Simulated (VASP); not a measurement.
Input of a VASP 6.6.1 run:

File INCAR:

```
SYSTEM = W
  PREC = Accurate
  ENCUT = 520
  EDIFF = 1E-6
  ISMEAR = 0
  SIGMA = 0.15
  LREAL = .False.
  LASPH = .True.
  NELM = 60
  ALGO = Fast
  ISIF = 2
  LWAVE = .False.
  LCHARG = .True.
  LELF = .True.
  LVHAR = .True.
  NBANDS = 13
```

The input KPOINTS:

```
Automatic mesh
0
Gamma
  22 22 22
  0 0 0
```

Contents of POSCAR:

```
W
1.0
   -1.3231196905      1.5319181226      1.5319181226
    1.5319181226     -1.3231196905      1.5319181226
    1.5319181226      1.5319181226     -1.3231196905
W
1
Direct
    0.0000000000      0.0000000000      0.0000000000
```

Potentials or basis: VASP PAW LDA potentials, release 64 (W_sv).

Run with:

```sh
$ cat potpaw_LDA.64/W_sv/POTCAR > POTCAR
$ mpirun -np 1 vasp_std > vasp.out
```

(1) Estimate the band gap on the k mesh.

(2) Estimate the pressure.

Results:

(1) zero (bands 7 and 8 overlap by 3.55 eV).

(2) 45.1 GPa.

Caveat: the cell stands under pressure; spin-orbit coupling is left out, which moves the levels of the heavy elements.
